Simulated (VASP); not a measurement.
# TiO2 (I4_1/amd) in VASP: further runs, part 2 of 3

VASP 6.6.1.

## Step 3: Single point, PBEsol

This run uses another cell than the first one, of 11.31 Å³/atom.

INCAR reads:

```
SYSTEM = TiO2
PREC = Accurate
ENCUT = 600
EDIFF = 1E-6
ISMEAR = 0
SIGMA = 0.01
LREAL = .False.
LASPH = .True.
NELM = 120
ALGO = Normal
ISIF = 2
LWAVE = .False.
LCHARG = .False.
GGA = PS
NBANDS = 33
GGA_COMPAT = .False.
```

KPOINTS reads:

```
regular mesh
0
Gamma
  6 6 6
  0 0 0
```

POSCAR reads:

```
TiO2
1.0
   -1.8848272323      1.8848272323      4.7764051979
    1.8848272323     -1.8848272323      4.7764051979
    1.8848272323      1.8848272323     -4.7764051979
Ti O
2 4
Direct
    0.0000000000      1.0000000000      0.0000000000
    0.7500000000      0.2500000000      0.5000000000
    0.2075083515      0.2075083515      0.0000000000
    0.7924916485      0.7924916485      0.0000000000
   -0.0424916485      0.4575083515      0.5000000000
    0.5424916485      1.0424916485      0.5000000000
```

Potentials or basis: VASP PAW PBE potentials, release 64 (Ti_sv, O).

Started as:

```sh
$ cat potpaw_PBE.64/Ti_sv/POTCAR potpaw_PBE.64/O/POTCAR > POTCAR
$ mpirun -np 1 vasp_std > vasp.out
```

OUTCAR:

```text
SYSTEM = TiO2
   PREC = Accurate
   ENCUT = 600
   EDIFF = 1E-6
   ISMEAR = 0
   LREAL = .False.
   LASPH = .True.
   NELM = 120
   ISIF = 2
   GGA = PS

 ion  position               nearest neighbor table
   1  0.000  0.000  0.000-   6 1.93   5 1.93   6 1.93   5 1.93   4 1.98   3 1.98
   2  0.750  0.250  0.500-   4 1.93   3 1.93   4 1.93   3 1.93   5 1.98   6 1.98
   3  0.208  0.208  0.000-   2 1.93   2 1.93   1 1.98
   4  0.792  0.792  0.000-   2 1.93   2 1.93   1 1.98
   5  0.958  0.458  0.500-   1 1.93   1 1.93   2 1.98
   6  0.542  0.042  0.500-   1 1.93   1 1.93   2 1.98

  LATTYP: Found a body centered tetragonal cell.
 ALAT       =     3.7696544646
 C/A-ratio  =     2.5341342252

  Lattice vectors:

 A1 = (  -1.8848272323,   1.8848272323,   4.7764051979)
 A2 = (   1.8848272323,  -1.8848272323,   4.7764051979)
 A3 = (   1.8848272323,   1.8848272323,  -4.7764051979)

Analysis of symmetry for initial positions (statically):
=====================================================================
 Subroutine PRICEL returns:
 Original cell was already a primitive cell.

 Routine SETGRP: Setting up the symmetry group for a
 body centered tetragonal supercell.

 Subroutine GETGRP returns: Found 16 space group operations
 (whereof  8 operations were pure point group operations)
 out of a pool of 16 trial point group operations.

The static configuration has the point symmetry D_2d.
 The point group associated with its full space group is D_4h.

Analysis of symmetry for dynamics (positions and initial velocities):
=====================================================================
 Subroutine PRICEL returns:
 Original cell was already a primitive cell.

 Routine SETGRP: Setting up the symmetry group for a
 body centered tetragonal supercell.

 Subroutine GETGRP returns: Found 16 space group operations
 (whereof  8 operations were pure point group operations)
 out of a pool of 16 trial point group operations.

The dynamic configuration has the point symmetry D_2d.
 The point group associated with its full space group is D_4h.

 Subroutine INISYM returns: Found 16 space group operations
 (whereof  8 operations are pure point group operations),
 and found     1 'primitive' translations

----------------------------------------------------------------------------------------

                                     Primitive cell

  volume of cell :      67.8741

  direct lattice vectors                    reciprocal lattice vectors
    -1.884827232  1.884827232  4.776405198     0.000000000  0.265276303  0.104681236
     1.884827232 -1.884827232  4.776405198     0.265276303  0.000000000  0.104681236
     1.884827232  1.884827232 -4.776405198     0.265276303  0.265276303  0.000000000

  length of vectors
     5.469844057  5.469844057  5.469844057     0.285183587  0.285183587  0.375157345

  position of ions in fractional coordinates (direct lattice)
     0.000000000  0.000000000  0.000000000
     0.750000000  0.250000000  0.500000000
     0.207508352  0.207508352  0.000000000
     0.792491648  0.792491648  0.000000000
     0.957508352  0.457508352  0.500000000
     0.542491648  0.042491648  0.500000000

  ion indices of the primitive-cell ions
   primitive index   ion index
                 1           1
                 2           2
                 3           3
[... 34 lines left out ...]
  0.333333  0.000000  0.000000      8.000000
  0.500000 -0.000000  0.000000      4.000000
  0.166667  0.166667  0.000000      8.000000
  0.333333  0.166667  0.000000     16.000000
[... 16 lines left out ...]
 -0.333333 -0.333333  0.166667      8.000000
 -0.166667 -0.333333  0.166667      8.000000
 [... further k-points ...]
   k-points           NKPTS =     30   k-points in BZ     NKDIM =     30   number of bands    NBANDS=     33
   number of dos      NEDOS =    301   number of ions     NIONS =      6
   total plane-waves  NPLWV = 110592
   dimension x,y,z NGX =    48 NGY =   48 NGZ =   48
   dimension x,y,z NGXF=    96 NGYF=   96 NGZF=   96
   ions per type =               2   4
   NGX,Y,Z   is equivalent  to a cutoff of  14.59, 14.59, 14.59 a.u.
   NGXF,Y,Z  is equivalent  to a cutoff of  29.18, 29.18, 29.18 a.u.
 SYSTEM =  TiO2
   PREC   = accura    normal or accurate (medium, high low for compatibility)
   ISTART =      0    job   : 0-new  1-cont  2-samecut
   ICHARG =      2    charge: 1-file 2-atom 10-const
   ISPIN  =      1    spin polarized calculation?
   LNONCOLLINEAR =      F non collinear calculations
   LSORBIT =      F    spin-orbit coupling
   LASPH  =      T    aspherical Exc in radial PAW
   ENCUT  =  600.0 eV  44.10 Ry    6.64 a.u.  10.92 10.92 10.92*2*pi/ulx,y,z
   NELM   =    120;   NELMIN=  2; NELMDL= -5     # of ELM steps
   EDIFF  = 0.1E-05   stopping-criterion for ELM
   LREAL  =      F    real-space projection
   EDIFFG = 0.1E-04   stopping-criterion for IOM
   NSW    =      0    number of steps for IOM
   IBRION =     -1    ionic relax: 0-MD 1-quasi-New 2-CG
   NFREE  =      0    steps in history (QN), initial steepest desc. (CG)
   ISIF   =      2    stress and relaxation
   ISYM   =      2    0-nonsym 1-usesym 2-fastsym
   POTIM  = 0.5000    time-step for ionic-motion
   TEBEG  =    0.0;   TEEND  =   0.0 temperature during run
   PSTRESS=    0.0 pullay stress
   NELECT =      48.0000    total number of electrons
   NUPDOWN=      -1.0000    fix difference up-down
   EMIN   =  10.00;   EMAX   =-10.00  energy-range for DOS
   EFERMI =   0.00;   METHOD = LEGACY
   ISMEAR =     0;   SIGMA  =   0.01  broadening in eV -4-tet -1-fermi 0-gaus
   EFERMI_NEDOS =   21; number of points for ismear=-14 and -15
   IALGO  =     38    algorithm
   IMIX   =      4    mixing-type and parameters
     AMIX     =   0.40;   BMIX     =  1.00
     AMIX_MAG =   1.60;   BMIX_MAG =  1.00
  volume/ion in A,a.u.               =      11.31        76.34
  Fermi-wavevector in a.u.,A,eV,Ry     =   1.458547  2.756255 28.944490  2.127360
  Thomas-Fermi vector in A             =   2.575219
   LORBIT       =      0    0 simple, 1 ext, 2 COOP (PROOUT), +10 PAW based schemes
   GGA     = PS    functional components
   LHFCALC =     F    Hartree Fock is set to
   AEXX    =    0.0000 exact exchange contribution
   IVDW    =     0    specifies the selected vdW correction
   LEPSILON=     F    determine dielectric tensor
   LRPA    =     F    only Hartree local field effects (RPA)
 non-spin polarized calculation
 Gauss-broadening in eV      SIGMA  =   0.01
  energy-cutoff  :      600.00
  volume of cell :       67.87
 maximum number of plane-waves:      2292
 NGX is ok and might be reduce to    48
   NGX = 21   NGY = 21   NGZ = 21

 number of electron      47.9999997 magnetization

 Free energy of the ion-electron system (eV)
  ---------------------------------------------------
  ext. energy  EPLUGINS =         0.00000000
  ---------------------------------------------------
  free energy    TOTEN  =       -56.22585876 eV

  energy without entropy =      -56.22585876  energy(sigma->0) =      -56.22585876

 E-fermi :   3.3532     XC(G=0): -11.0351

 val. band max:        3.2667643872   @ k =   0.5000   0.5000   0.0000
 cond. band min:       5.4021313503   @ k =   0.0000   0.0000   0.0000
 fundamental gap:      2.1353669630
 Fermi energy:         3.3532263456

 k-point     1 :       0.0000    0.0000    0.0000
  band No.  band energies     occupation
      1     -52.7924      2.00000
      2     -52.7300      2.00000
      3     -29.3850      2.00000
      4     -29.1362      2.00000
      5     -29.1362      2.00000
      6     -29.0631      2.00000
[... 853 lines left out ...]
     32       9.1473      0.00000
     33       9.2189      0.00000

 [... further k-points ...]

------------------------ aborting loop because EDIFF is reached ----------------------------------------

  FORCE on cell =-STRESS in cart. coord.  units (eV):
  Direction    XX          YY          ZZ          XY          YZ          ZX
  --------------------------------------------------------------------------------------
  -------------------------------------------------------------------------------------
  Total        0.2074519      0.2074519      0.2478034      0.0000000     -0.0000000      0.0000000
  in kB        4.8969292      4.8969292      5.8494303      0.0000000     -0.0000000      0.0000000
  external PRESSURE =       5.2144296 kB  Pullay stress =       0.0000000 kB

 VOLUME and BASIS-vectors are now :
 -----------------------------------------------------------------------------
  energy-cutoff  :      600.00
  volume of cell :       67.87
      direct lattice vectors                 reciprocal lattice vectors
    -1.884827232  1.884827232  4.776405198     0.000000000  0.265276303  0.104681236
     1.884827232 -1.884827232  4.776405198     0.265276303  0.000000000  0.104681236
     1.884827232  1.884827232 -4.776405198     0.265276303  0.265276303  0.000000000

 POSITION                                       TOTAL-FORCE (eV/Angst)
 -----------------------------------------------------------------------------------
      0.00000      0.00000      0.00000         0.000000      0.000000     -0.000000
      0.00000      1.88483      2.38820         0.000000      0.000000     -0.000000
      0.00000      0.00000      1.98229        -0.000000      0.000000      0.018537
      0.00000      0.00000      7.57052        -0.000000      0.000000     -0.018537
      0.00000      1.88483      4.37049         0.000000     -0.000000      0.018537
      0.00000      1.88483      0.40591         0.000000     -0.000000     -0.018537
 -----------------------------------------------------------------------------------
    total drift:                                0.000000     -0.000000      0.000000

  FREE ENERGIE OF THE ION-ELECTRON SYSTEM (eV)
  ---------------------------------------------------
  free  energy   TOTEN  =       -56.2258587646 eV

  energy  without entropy=      -56.2258587646  energy(sigma->0) =      -56.22585876
```

OSZICAR:

```text
N       E                     dE             d eps       ncg     rms          rms(c)
DAV:   1     0.691740326922E+03    0.69174E+03   -0.26209E+04  1980   0.187E+03
DAV:   2     0.347748172491E+02   -0.65697E+03   -0.60799E+03  2172   0.534E+02
DAV:   3    -0.670774344573E+02   -0.10185E+03   -0.99775E+02  2661   0.198E+02
DAV:   4    -0.722884084973E+02   -0.52110E+01   -0.51999E+01  3068   0.433E+01
DAV:   5    -0.724694586459E+02   -0.18105E+00   -0.18102E+00  2486   0.646E+00    0.323E+01
DAV:   6    -0.563704699644E+02    0.16099E+02   -0.72936E+01  2784   0.878E+01    0.107E+01
DAV:   7    -0.564494471409E+02   -0.78977E-01   -0.13899E+01  2698   0.308E+01    0.963E+00
DAV:   8    -0.562363618167E+02    0.21309E+00   -0.63949E-01  2630   0.803E+00    0.531E+00
DAV:   9    -0.562488758699E+02   -0.12514E-01   -0.48284E-01  2805   0.678E+00    0.168E+00
DAV:  10    -0.562326821069E+02    0.16194E-01   -0.15072E-01  2728   0.454E+00    0.812E-01
DAV:  11    -0.562258817314E+02    0.68004E-02   -0.27932E-02  2662   0.107E+00    0.191E-01
DAV:  12    -0.562260154433E+02   -0.13371E-03   -0.19544E-03  2390   0.519E-01    0.131E-01
DAV:  13    -0.562259139496E+02    0.10149E-03   -0.87546E-04  2663   0.403E-01    0.590E-02
DAV:  14    -0.562258589265E+02    0.55023E-04   -0.13879E-04  2853   0.108E-01    0.117E-02
DAV:  15    -0.562258585767E+02    0.34973E-06   -0.12252E-05  2721   0.307E-02    0.641E-03
DAV:  16    -0.562258587646E+02   -0.18790E-06   -0.11664E-06  1727   0.950E-03
   1 F= -.56225859E+02 E0= -.56225859E+02  d E =-.356943E-36
```

Wall time 2.9 min (1 thread of Intel Xeon Platinum 8259CL at 2.50GHz (Skylake/Cascade Lake), shared host); peak memory 0.34 GiB.

What came out:

```yaml
Free_energy: -56.2259 eV
Pressure: 0.5 GPa
Largest_force: 0.019 eV/Å
Band_gap_on_the_k_mesh: 2.14 eV (least direct gap 2.43 eV)
```

Forces in eV/Å, atoms in the order of the input:
```
Ti   0.000  0.000  0.000
Ti   0.000  0.000  0.000
O    0.000  0.000  0.019
O    0.000  0.000 -0.019
O    0.000  0.000  0.019
O    0.000  0.000 -0.019
```

Stress tensor (GPa, compression positive):
```
0.49 0.00 0.00
0.00 0.49 0.00
0.00 0.00 0.58
```

Levels at points of the mesh, in eV from the valence-band top:
```tsv
k point	band 22	band 23	band 24	band 25	band 26	band 27
(0.00, 0.00, 0.00)	-0.73	-0.43	-0.43	2.14	2.88	4.08
(0.50, 0.00, 0.00)	-0.92	-0.79	-0.60	3.29	3.62	3.63
(0.50, 0.50, 0.00)	-2.05	0.00	0.00	3.38	3.38	3.87
(0.50, 0.50, 0.50)	-1.22	-0.06	-0.06	2.50	2.50	3.84
```

Caveat: the PAW data sets were made with another functional, which shifts forces and pressure a little. Expect the measured gap to be larger: semilocal functionals such as PBEsol lack the derivative discontinuity.

(Continued in part 3 of 3.)
